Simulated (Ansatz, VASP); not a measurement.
# SrTiO3: VASP beside Ansatz

```
Sr Ti O
1.0
     3.93641    0.00000    0.00000
     0.00000    3.93641    0.00000
     0.00000    0.00000    3.93641
Sr Ti O
1 1 3
Direct
  0.96745 0.00000 0.00000
  0.56003 0.50000 0.50000
  0.99086 0.50000 0.50000
  0.50391 0.00000 0.50000
  0.50391 0.50000 0.00000
```

Change from the starting cell: mode 1 frozen in at -0.096 Å and mode 7 at -0.173 Å (largest displacements).

Alike in both runs: task single point; functional PBE; k mesh 8 × 8 × 8; occupations gaussian, width 0.05 eV; no spin polarisation.

```csv
,VASP,Ansatz
version,VASP 6.6.1,Ansatz 0.2.0
potentials or method,"VASP PAW PBE potentials, release 64 (Sr_sv, Ti_sv, O), cutoff 520 eV","scalar-relativistic, plane waves, PAW"
valence electrons in the cell,40,40
```

|  | VASP | Ansatz | Ansatz less VASP |
| --- | --- | --- | --- |
| gap on the k mesh at the Fermi level (eV) | 1.89 | 1.93 | +0.039 |
| least direct gap on the mesh (eV) | 2.54 | 2.57 | +0.026 |
| pressure (GPa) | 7.1 | 6.5 | -0.67 |
| traceless stress, the component that is largest in VASP (GPa) | 8.04 | 7.77 | -0.271 |
| rms of the force components (eV/Å) | 1.206 | 1.145 | -0.0606 |

Atom by atom the forces differ by 0.062 eV/Å (rms over components).
